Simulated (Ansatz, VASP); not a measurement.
**One calculation of SnO2, two programs**

```
Sn O
1.0
     4.76051    0.00000    0.00000
     0.00000    4.76070    0.00000
     0.00000    0.00000    3.20005
Sn O
2 4
Direct
  0.50000 0.50000 0.50000
  0.00000 0.00000 0.00000
  0.30583 0.30592 0.00000
  0.80583 0.19408 0.50000
  0.19417 0.80592 0.50000
  0.69417 0.69408 0.00000
```

Alike in both runs: task single point; functional r2SCAN; dispersion D3(BJ); k mesh 4 × 4 × 6; no spin polarisation.

|  | VASP | Ansatz |
| --- | --- | --- |
| version | VASP 6.6.1 | Ansatz 0.2.0 |
| potentials or method | VASP PAW PBE potentials, release 64 (Sn_d, O) | plane waves |
| plane-wave cutoff (eV) | 520 | 500 |
| occupations | gaussian, width 0.01 eV | fixed |
| valence electrons in the cell | 52 | 52 |

Ansatz gave:

```
gap on the k mesh at the Fermi level (eV)                     : 1.77
pressure (GPa)                                                : -1.4
traceless stress, the component that is largest in VASP (GPa) : 0.02
rms of the force components (eV/Å)                            : 0.002
```

Task: Which values does VASP return?

Result: gap on the k mesh at the Fermi level (eV): 1.79; pressure (GPa): -0.3; traceless stress, the component that is largest in VASP (GPa): 0.36; rms of the force components (eV/Å): 0.011.

VASP's potentials were made for PBE, not for r2SCAN. Atom by atom the forces differ by 0.013 eV/Å (rms over components). Ansatz's warnings: dispersion damping borrowed.
